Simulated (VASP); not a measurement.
## Sc: electric field gradients with LDA

Crystal: Sc.

```
Sc
1.0
    -3.08801    3.08801    2.70624
     3.08801   -3.08801    2.70624
     3.08801    3.08801   -2.70624
Sc
4
Direct
  0.16373 0.33627 0.50000
  0.66373 0.16373 0.82746
  0.33627 0.83627 0.17254
  0.83627 0.66373 0.50000
```

```yaml
Program: VASP 6.6.1
Task: electric field gradients
Functional: LDA
Potentials_or_basis: VASP PAW LDA potentials, release 64 (Sc_sv)
Cutoff: 520 eV
k_mesh: 8 × 8 × 8
Occupations: fermi-dirac, width 0.08 eV
Spin: no spin polarisation
Dipole_correction: no
Further_INCAR_settings: ALGO = Normal; EDIFF = 1e-08; NBANDS = 30
```

```yaml
Pressure: -4.1 GPa
Largest_force: 0.035 eV/Å
Band_gap_on_the_k_mesh: zero (bands 22 and 23 overlap by 0.62 eV)
Largest_electric_field_gradient_by_atom: Sc +7.0 V/Å²
```

Forces on the atoms (eV/Å):
```
Sc   0.025 -0.025  0.000
Sc  -0.025 -0.025  0.000
Sc   0.025  0.025  0.000
Sc  -0.025  0.025  0.000
```

Stress tensor (GPa, compression positive):
```
-3.97  0.00  0.00
 0.00 -3.97  0.00
 0.00  0.00 -4.43
```

Levels at points of the mesh, in eV from the Fermi level:
| k point | band 19 | band 20 | band 21 | band 22 | band 23 | band 24 | band 25 | band 26 |
| --- | --- | --- | --- | --- | --- | --- | --- | --- |
| (0.00, 0.00, 0.00) | -0.68 | -0.42 | -0.33 | -0.33 | 0.24 | 0.93 | 0.93 | 1.33 |
| (0.50, 0.00, 0.00) | -1.13 | -1.13 | -0.10 | -0.10 | 0.67 | 0.67 | 0.81 | 0.81 |
| (0.50, 0.50, 0.00) | -0.59 | -0.51 | -0.45 | -0.45 | -0.34 | 0.96 | 1.02 | 1.14 |
| (0.50, 0.50, 0.50) | -1.61 | -0.97 | -0.75 | 0.28 | 0.52 | 0.62 | 0.62 | 0.92 |

Electric field gradients, principal values (V/Å²):
```
atom   least  middle  greatest (by size)
1 Sc  -0.566  -6.389               6.955
2 Sc  -0.566  -6.389               6.955
3 Sc  -0.566  -6.389               6.955
4 Sc  -0.566  -6.389               6.955
```

It took 7.2 min on 1 thread of Intel Xeon 8259CL, with other jobs on the host, peak memory 0.28 GiB.

Caveat: the cell stands under tension; without QUAD_EFG the Cq values of the log hold for a quadrupole moment of 1 mb, not for the nuclei.
